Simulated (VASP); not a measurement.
# CdS: single point with r2SCAN

The system is CdS.

```
Cd S
1.0
     4.24707    0.00000    0.00000
    -2.12353    3.67807    0.00000
     0.00000    0.00000    6.63514
Cd S
2 2
Direct
  0.33333 0.66667 0.99442
  0.66667 0.33333 0.49442
  0.33333 0.66667 0.38058
  0.66667 0.33333 0.88058
```

This cell differs from its parent crystal: in-plane strain +0.02, then relaxed in part.

- Program: VASP 6.6.1
- Task: single point
- Functional: r2SCAN
- Potentials or basis: VASP PAW PBE potentials, release 64 (Cd, S)
- Cutoff: 520 eV
- k mesh: 6 × 6 × 4
- Occupations: gaussian, width 0.01 eV
- Spin: no spin polarisation

```
Pressure               : -0.9 GPa
Band gap on the k mesh : 1.56 eV
```

Forces in eV/Å, atoms in the order of the input:
```
Cd   0.000  0.000 -0.002
Cd   0.000  0.000 -0.002
S    0.000  0.000  0.002
S    0.000  0.000  0.002
```

Stress tensor (GPa, compression positive):
```
-1.51  0.00  0.00
 0.00 -1.51  0.00
 0.00  0.00  0.29
```

Levels at points of the mesh, in eV from the valence-band top:
```tsv
k point	band 16	band 17	band 18	band 19	band 20	band 21
(0.00, 0.00, 0.00)	-0.07	-0.07	0.00	1.56	2.88	6.80
(0.50, 0.00, 0.00)	-1.91	-1.18	-0.79	4.03	4.11	5.57
(0.00, 0.00, 0.50)	-0.46	-0.46	-0.46	3.11	3.11	6.67
(0.50, 0.00, 0.50)	-1.38	-1.14	-1.14	3.91	3.91	5.74
```

Wall time 4.8 min on 1 thread of Intel Xeon 8259CL, with other jobs on the host, peak memory 0.25 GiB.

Caveat: the cell differs from its parent crystal (in-plane strain +0.02, then relaxed in part); the PAW data sets were made with another functional, which shifts forces and pressure a little.
